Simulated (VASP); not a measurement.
# Pd (Fm-3m) in VASP: a series of runs

Pd is run at these levels: LDA; tasks: single point.

Everything below comes from runs of VASP 6.6.1. Logs are shortened: lines on timing, memory, paths and dates and some standing lists are left out, and cuts for length are marked.

**1. The cell of the first run**

Symmetry: Fm-3m, No. 225, cubic system. Conventional cell: a = 3.840 Å, b = 3.840 Å, c = 3.840 Å, α = 90.00°, β = 90.00°, γ = 90.00°. Within 3.6 Å of Pd (site symmetry m-3m) lie 12 Pd at 2.72 Å.

**2. Single point, LDA**

The input, INCAR:

```
SYSTEM = Pd
PREC = Accurate ; ENCUT = 520
EDIFF = 1E-6 ; ISMEAR = -1
SIGMA = 0.05 ; LREAL = .FALSE.
LASPH = .TRUE. ; NELM = 100
ALGO = Fast ; ISIF = 2
LWAVE = .FALSE. ; LCHARG = .TRUE.
LELF = .TRUE. ; LVHAR = .TRUE.
NBANDS = 11
```

The input, KPOINTS:

```
regular mesh
0
G
  12 12 12
  0 0 0
```

The input, POSCAR:

```
Pd
1.0
    0.0000000000      1.9201927211      1.9201927211
    1.9201927211      0.0000000000      1.9201927211
    1.9201927211      1.9201927211      0.0000000000
Pd
1
Direct
    0.0000000000      0.0000000000      0.0000000000
```

Potentials or basis: VASP PAW LDA potentials, release 64 (Pd).

Run with:

```sh
$ cat potpaw_LDA.64/Pd/POTCAR > POTCAR
$ mpirun -np 1 vasp_std > vasp.out
```

OUTCAR:

```text
SYSTEM = Pd
   PREC = Accurate
   ENCUT = 520
   EDIFF = 1E-6
   ISMEAR = -1
   LREAL = .FALSE.
   LASPH = .TRUE.
   NELM = 100
   ISIF = 2

 ion  position               nearest neighbor table
   1  0.000  0.000  0.000-

  LATTYP: Found a face centered cubic cell.
 ALAT       =     3.8403854422

  Lattice vectors:

 A1 = (   0.0000000000,   1.9201927211,   1.9201927211)
 A2 = (   1.9201927211,   0.0000000000,   1.9201927211)
 A3 = (   1.9201927211,   1.9201927211,   0.0000000000)

Analysis of symmetry for initial positions (statically):
[... 33 lines left out ...]
                                     Primitive cell

  volume of cell :      14.1600

  direct lattice vectors                    reciprocal lattice vectors
     0.000000000  1.920192721  1.920192721    -0.260390530  0.260390530  0.260390530
     1.920192721  0.000000000  1.920192721     0.260390530 -0.260390530  0.260390530
     1.920192721  1.920192721  0.000000000     0.260390530  0.260390530 -0.260390530

  length of vectors
     2.715562589  2.715562589  2.715562589     0.451009627  0.451009627  0.451009627

  position of ions in fractional coordinates (direct lattice)
     0.000000000  0.000000000  0.000000000

  ion indices of the primitive-cell ions
   primitive index   ion index
                 1           1

----------------------------------------------------------------------------------------

 KPOINTS: regular mesh

Automatic generation of k-mesh.
 Grid dimensions read from file:
 generate k-points for:   12   12   12

 Generating k-lattice:

  Cartesian coordinates                     Fractional coordinates (reciprocal lattice)
    -0.021699211  0.021699211  0.021699211     0.083333333  0.000000000  0.000000000
     0.021699211 -0.021699211  0.021699211     0.000000000  0.083333333  0.000000000
     0.021699211  0.021699211 -0.021699211     0.000000000  0.000000000  0.083333333

  Length of vectors
     0.037584136  0.037584136  0.037584136

  Shift w.r.t. Gamma in fractional coordinates (k-lattice)
     0.000000000  0.000000000  0.000000000

 Subroutine IBZKPT returns following result:
 ===========================================

 Found     72 irreducible k-points:

 Following reciprocal coordinates:
            Coordinates               Weight
  0.000000  0.000000  0.000000      1.000000
  0.083333  0.000000  0.000000      8.000000
  0.166667  0.000000  0.000000      8.000000
  0.250000  0.000000  0.000000      8.000000
  0.333333  0.000000  0.000000      8.000000
  0.416667  0.000000  0.000000      8.000000
[... 16 lines left out ...]
  0.500000  0.166667  0.000000     24.000000
 -0.416667  0.166667  0.000000     24.000000
 [... further k-points ...]
   k-points           NKPTS =     72   k-points in BZ     NKDIM =     72   number of bands    NBANDS=     11
   number of dos      NEDOS =    301   number of ions     NIONS =      1
   total plane-waves  NPLWV =   8000
   dimension x,y,z NGX =    20 NGY =   20 NGZ =   20
   dimension x,y,z NGXF=    40 NGYF=   40 NGZF=   40
   ions per type =               1
   NGX,Y,Z   is equivalent  to a cutoff of  12.24, 12.24, 12.24 a.u.
   NGXF,Y,Z  is equivalent  to a cutoff of  24.49, 24.49, 24.49 a.u.
 SYSTEM =  Pd
   PREC   = accura    normal or accurate (medium, high low for compatibility)
   ISTART =      0    job   : 0-new  1-cont  2-samecut
   ICHARG =      2    charge: 1-file 2-atom 10-const
   ISPIN  =      1    spin polarized calculation?
   LNONCOLLINEAR =      F non collinear calculations
   LSORBIT =      F    spin-orbit coupling
   LASPH  =      T    aspherical Exc in radial PAW
   ENCUT  =  520.0 eV  38.22 Ry    6.18 a.u.   5.05  5.05  5.05*2*pi/ulx,y,z
   NELM   =    100;   NELMIN=  2; NELMDL= -5     # of ELM steps
   EDIFF  = 0.1E-05   stopping-criterion for ELM
   LREAL  =      F    real-space projection
   EDIFFG = 0.1E-04   stopping-criterion for IOM
   NSW    =      0    number of steps for IOM
   IBRION =     -1    ionic relax: 0-MD 1-quasi-New 2-CG
   NFREE  =      0    steps in history (QN), initial steepest desc. (CG)
   ISIF   =      2    stress and relaxation
   ISYM   =      2    0-nonsym 1-usesym 2-fastsym
   POTIM  = 0.5000    time-step for ionic-motion
   TEBEG  =    0.0;   TEEND  =   0.0 temperature during run
   PSTRESS=    0.0 pullay stress
   NELECT =      10.0000    total number of electrons
   NUPDOWN=      -1.0000    fix difference up-down
   EMIN   =  10.00;   EMAX   =-10.00  energy-range for DOS
   EFERMI =   0.00;   METHOD = LEGACY
   ISMEAR =    -1;   SIGMA  =   0.05  broadening in eV -4-tet -1-fermi 0-gaus
   EFERMI_NEDOS =   21; number of points for ismear=-14 and -15
   IALGO  =     68    algorithm
   IMIX   =      4    mixing-type and parameters
     AMIX     =   0.40;   BMIX     =  1.00
     AMIX_MAG =   1.60;   BMIX_MAG =  1.00
  volume/ion in A,a.u.               =      14.16        95.56
  Fermi-wavevector in a.u.,A,eV,Ry     =   1.457874  2.754983 28.917779  2.125397
  Thomas-Fermi vector in A             =   2.574625
   LORBIT       =      0    0 simple, 1 ext, 2 COOP (PROOUT), +10 PAW based schemes
   GGA     = CA    functional components
   LHFCALC =     F    Hartree Fock is set to
   AEXX    =    0.0000 exact exchange contribution
   IVDW    =     0    specifies the selected vdW correction
   LEPSILON=     F    determine dielectric tensor
   LRPA    =     F    only Hartree local field effects (RPA)
 non-spin polarized calculation
 RMM-DIIS sequential band-by-band and
  energy-cutoff  :      520.00
  volume of cell :       14.16
 maximum number of plane-waves:       392
   NGX =  9   NGY =  9   NGZ =  9

 number of electron      10.0000005 magnetization

 Free energy of the ion-electron system (eV)
  ---------------------------------------------------
  ext. energy  EPLUGINS =         0.00000000
  ---------------------------------------------------
  free energy    TOTEN  =        -6.50985119 eV

  energy without entropy =       -6.49140920  energy(sigma->0) =       -6.50063019

 E-fermi :  10.2768     XC(G=0): -13.7703

 val. band max:       10.2767567464   @ k =   0.5000   0.4167   0.0833
 cond. band min:      10.2772344315   @ k =  -0.3333   0.4167   0.0833
 fundamental gap:      0.0004776851
 Fermi energy:        10.2768263046

 k-point     1 :       0.0000    0.0000    0.0000
  band No.  band energies     occupation
      1       2.7495      2.00000
      2       7.2303      2.00000
      3       7.2303      2.00000
      4       7.2303      2.00000
      5       8.9897      2.00000
      6       8.9897      2.00000
      7      27.4470      0.00000
      8      32.4038      0.00000
      9      32.4038      0.00000
     10      32.4038      0.00000
     11      37.8594      0.00000

 k-point     2 :       0.0833    0.0000    0.0000
  band No.  band energies     occupation
      1       3.0090      2.00000
      2       7.1370      2.00000
      3       7.3212      2.00000
      4       7.3212      2.00000
      5       8.9465      2.00000
      6       8.9465      2.00000
      7      27.7368      0.00000
      8      30.9332      0.00000
      9      32.7232      0.00000
     10      32.7232      0.00000
     11      35.9986      0.00000

 k-point     3 :       0.1667    0.0000    0.0000
  band No.  band energies     occupation
      1       3.7088      2.00000
      2       6.9756      2.00000
      3       7.5064      2.00000
      4       7.5064      2.00000
      5       8.9151      2.00000
      6       8.9151      2.00000
      7      27.7819      0.00000
      8      28.8452      0.00000
      9      33.5692      0.00000
     10      33.5692      0.00000
     11      37.0515      0.00000

 k-point     4 :       0.2500    0.0000    0.0000
  band No.  band energies     occupation
      1       4.4788      2.00000
      2       7.1896      2.00000
      3       7.5486      2.00000
      4       7.5486      2.00000
      5       9.1411      2.00000
      6       9.1411      2.00000
      7      25.1137      0.00000
      8      28.6076      0.00000
      9      34.3734      0.00000
     10      34.3734      0.00000
     11      36.5129      0.00000

 k-point     5 :       0.3333    0.0000    0.0000
  band No.  band energies     occupation
      1       4.7332      2.00000
      2       7.4048      2.00000
      3       7.4048      2.00000
      4       8.3768      2.00000
      5       9.6287      2.00000
      6       9.6287      2.00000
      7      22.0477      0.00000
      8      27.8289      0.00000
      9      33.4725      0.00000
     10      33.4725      0.00000
     11      37.1397      0.00000
[... 211 lines left out ...]
 k-point    21 :       0.3333    0.1667    0.0000
  band No.  band energies     occupation
      1       5.2222      2.00000
      2       6.3702      2.00000
      3       7.4267      2.00000
      4       8.1419      2.00000
      5       9.8295      1.99974
      6       9.8602      1.99952
      7      24.5708      0.00000
      8      28.7639      0.00000
      9      29.5491      0.00000
     10      31.7540      0.00000
     11      36.9358      0.00000

 k-point    22 :       0.4167    0.1667    0.0000
  band No.  band energies     occupation
      1       5.2461      2.00000
      2       6.7810      2.00000
      3       7.4110      2.00000
      4       7.9948      2.00000
      5      10.2328      1.41397
      6      11.4877      0.00000
      7      21.3617      0.00000
      8      27.7525      0.00000
      9      29.1728      0.00000
     10      30.9894      0.00000
     11      35.9743      0.00000

 k-point    23 :       0.5000    0.1667    0.0000
  band No.  band energies     occupation
      1       5.2050      2.00000
      2       6.7186      2.00000
      3       7.8390      2.00000
      4       7.9765      2.00000
      5      10.3256      0.54728
      6      13.4024      0.00000
      7      18.6222      0.00000
      8      26.9157      0.00000
      9      29.4220      0.00000
     10      29.9326      0.00000
     11      35.9400      0.00000

 k-point    24 :      -0.4167    0.1667    0.0000
  band No.  band energies     occupation
      1       5.2604      2.00000
      2       6.7256      2.00000
      3       7.7653      2.00000
      4       8.1954      2.00000
      5      10.0302      1.98569
      6      13.9660      0.00000
      7      18.1261      0.00000
      8      26.3726      0.00000
      9      29.3523      0.00000
     10      30.5085      0.00000
     11      35.9990      0.00000

 [... further k-points ...]
[... 5 lines left out ...]
  --------------------------------------------------------------------------------------
  -------------------------------------------------------------------------------------
  Total       -0.0156577     -0.0156577     -0.0156577      0.0000000      0.0000000     -0.0000000
  in kB       -1.7716326     -1.7716326     -1.7716326      0.0000000      0.0000000     -0.0000000
  external PRESSURE =      -1.7716326 kB  Pullay stress =       0.0000000 kB

 VOLUME and BASIS-vectors are now :
 -----------------------------------------------------------------------------
  energy-cutoff  :      520.00
  volume of cell :       14.16
      direct lattice vectors                 reciprocal lattice vectors
     0.000000000  1.920192721  1.920192721    -0.260390530  0.260390530  0.260390530
     1.920192721  0.000000000  1.920192721     0.260390530 -0.260390530  0.260390530
     1.920192721  1.920192721  0.000000000     0.260390530  0.260390530 -0.260390530

 POSITION                                       TOTAL-FORCE (eV/Angst)
 -----------------------------------------------------------------------------------
      0.00000      0.00000      0.00000         0.000000      0.000000      0.000000
 -----------------------------------------------------------------------------------
    total drift:                                0.000000      0.000000      0.000000

  FREE ENERGIE OF THE ION-ELECTRON SYSTEM (eV)
  ---------------------------------------------------
  free  energy   TOTEN  =        -6.5098511895 eV

  energy  without entropy=       -6.4914091990  energy(sigma->0) =       -6.50063019
```

Wall time 15 s (1 thread of Intel Xeon 8259CL, shared host); peak memory 0.13 GiB.

Results:

| Item | Value |
| --- | --- |
| Free energy | -6.5099 eV |
| Pressure | -0.2 GPa |
| Band gap on the k mesh | zero (band 5 reaches 10.62 eV, above the bottom of band 6 at 8.92 eV) |

Levels at points of the mesh, in eV from the Fermi level:
| k point | band 2 | band 3 | band 4 | band 5 | band 6 | band 7 | band 8 | band 9 |
| --- | --- | --- | --- | --- | --- | --- | --- | --- |
| (0.00, 0.00, 0.00) | -3.05 | -3.05 | -3.05 | -1.29 | -1.29 | 17.17 | 22.13 | 22.13 |
| (0.50, 0.00, 0.00) | -3.09 | -3.09 | 0.00 | 0.00 | 0.88 | 7.61 | 16.56 | 21.35 |
| (0.50, 0.50, 0.00) | -5.47 | -0.01 | 0.34 | 0.34 | 3.28 | 11.18 | 13.32 | 13.32 |

**3. Single point, LDA**

This run uses another cell than the first one, of 14.46 Å³/atom, 1.021 times its volume.

The input, INCAR:

```
SYSTEM = Pd
PREC = Accurate ; ENCUT = 520
EDIFF = 1E-6 ; ISMEAR = -1
SIGMA = 0.05 ; LREAL = .False.
LASPH = .True. ; NELM = 100
ALGO = Fast ; ISIF = 2
LWAVE = .False. ; LCHARG = .False.
NBANDS = 11
```

The input, KPOINTS:

```
Automatic mesh
0
Gamma
  12 12 12
  0 0 0
```

The input, POSCAR:

```
Pd
1.0
    0.0000000000      1.9334358480      1.9334358480
    1.9334358480      0.0000000000      1.9334358480
    1.9334358480      1.9334358480      0.0000000000
Pd
1
Direct
    0.0000000000      0.0000000000      0.0000000000
```

Potentials or basis: VASP PAW LDA potentials, release 64 (Pd).

Run with:

```sh
$ cat potpaw_LDA.64/Pd/POTCAR > POTCAR
$ mpirun -np 1 vasp_std > vasp.out
```

OUTCAR:

```text
SYSTEM = Pd
   PREC = Accurate
   ENCUT = 520
   EDIFF = 1E-6
   ISMEAR = -1
   LREAL = .False.
   LASPH = .True.
   NELM = 100
   ISIF = 2

 ion  position               nearest neighbor table
   1  0.000  0.000  0.000-

  LATTYP: Found a face centered cubic cell.
 ALAT       =     3.8668716960

  Lattice vectors:

 A1 = (   0.0000000000,   1.9334358480,   1.9334358480)
 A2 = (   1.9334358480,   0.0000000000,   1.9334358480)
 A3 = (   1.9334358480,   1.9334358480,   0.0000000000)

Analysis of symmetry for initial positions (statically):
=====================================================================
 Subroutine PRICEL returns:
 Original cell was already a primitive cell.

 Routine SETGRP: Setting up the symmetry group for a
 face centered cubic supercell.

 Subroutine GETGRP returns: Found 48 space group operations
 (whereof 48 operations were pure point group operations)
 out of a pool of 48 trial point group operations.

The static configuration has the point symmetry O_h .

Analysis of symmetry for dynamics (positions and initial velocities):
=====================================================================
 Subroutine PRICEL returns:
[... 167 lines left out ...]
      4       6.9631      2.00000
      5       8.6648      2.00000
      6       8.6648      2.00000
      7      27.0806      0.00000
      8      31.9168      0.00000
      9      31.9168      0.00000
     10      31.9168      0.00000
     11      37.3143      0.00000
[... 309 lines left out ...]
 k-point    24 :      -0.4167    0.1667    0.0000
  band No.  band energies     occupation
      1       5.0468      2.00000
      2       6.4794      2.00000
      3       7.4839      2.00000
      4       7.9033      2.00000
      5       9.6711      1.98322
      6      13.5555      0.00000
      7      17.6005      0.00000
      8      25.8628      0.00000
      9      28.8467      0.00000
     10      29.9117      0.00000
     11      37.7725      0.00000

 [... further k-points ...]

------------------------ aborting loop because EDIFF is reached ----------------------------------------

  FORCE on cell =-STRESS in cart. coord.  units (eV):
  Direction    XX          YY          ZZ          XY          YZ          ZX
  --------------------------------------------------------------------------------------
  -------------------------------------------------------------------------------------
  Total       -0.4145364     -0.4145364     -0.4145364      0.0000000      0.0000000      0.0000000
  in kB      -45.9466588    -45.9466588    -45.9466588      0.0000000      0.0000000      0.0000000
  external PRESSURE =     -45.9466588 kB  Pullay stress =       0.0000000 kB

 VOLUME and BASIS-vectors are now :
 -----------------------------------------------------------------------------
  energy-cutoff  :      520.00
  volume of cell :       14.46
      direct lattice vectors                 reciprocal lattice vectors
     0.000000000  1.933435848  1.933435848    -0.258606977  0.258606977  0.258606977
     1.933435848  0.000000000  1.933435848     0.258606977 -0.258606977  0.258606977
     1.933435848  1.933435848  0.000000000     0.258606977  0.258606977 -0.258606977

 POSITION                                       TOTAL-FORCE (eV/Angst)
 -----------------------------------------------------------------------------------
      0.00000      0.00000      0.00000         0.000000     -0.000000      0.000000
 -----------------------------------------------------------------------------------
    total drift:                                0.000000      0.000000      0.000000

  FREE ENERGIE OF THE ION-ELECTRON SYSTEM (eV)
  ---------------------------------------------------
  free  energy   TOTEN  =        -6.5055096844 eV

  energy  without entropy=       -6.4864765473  energy(sigma->0) =       -6.49599312
```

stdout:

```text
POSCAR found type information on POSCAR Pd
 POSCAR found :  1 types and       1 ions
 scaLAPACK will be used
 LDA part: xc-table for (Slater(with rela. corr.)+CA(PZ))
 , standard interpolation
 POSCAR, INCAR and KPOINTS ok, starting setup
 FFT: planning ... GRIDC
 FFT: planning ... GRID_SOFT
 FFT: planning ... GRID
 WAVECAR not read
 entering main loop
```

It took 16 s on 1 thread of Intel Xeon 8259CL, shared host; peak memory 0.13 GiB.

What came out:

```
Free energy            : -6.5055 eV
Pressure               : -4.6 GPa
Band gap on the k mesh : zero (band 5 reaches 10.23 eV, above the bottom of band 6 at 8.59 eV)
```

(Part 1 of 2 ends here.)
